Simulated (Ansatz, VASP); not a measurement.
**One calculation of LiF, two programs**

```
Li F
1.0
     0.00000    1.99386    2.01400
     2.01400    0.00000    2.01400
     2.01400    1.99386    0.00000
Li F
1 1
Direct
  0.00000 0.00000 0.00000
  0.50000 0.50000 0.50000
```

Change from the starting cell: strain -0.0100 x Voigt [0, 1, 0, 0, 0, 0], atoms carried along.

Alike in both runs: task single point; functional PBE; k mesh 10 × 10 × 10; occupations gaussian, width 0.05 eV; no spin polarisation.

|  | VASP | Ansatz |
| --- | --- | --- |
| version | VASP 6.6.1 | Ansatz 0.2.0 |
| potentials or method | VASP PAW PBE potentials, release 64 (Li_sv, F), cutoff 520 eV | scalar-relativistic, plane waves, PAW |
| valence electrons in the cell | 10 | 10 |

|  | VASP | Ansatz | Ansatz less VASP |
| --- | --- | --- | --- |
| gap on the k mesh at the Fermi level (eV) | 9.17 | 9.17 | -0.003 |
| least direct gap on the mesh (eV) | 9.17 | 9.17 | -0.003 |

With one functional, cell and mesh, what is left measures potentials, basis and numerics.

Noted on VASP's run: the cutoff is short for stress, so the pressure is rough.
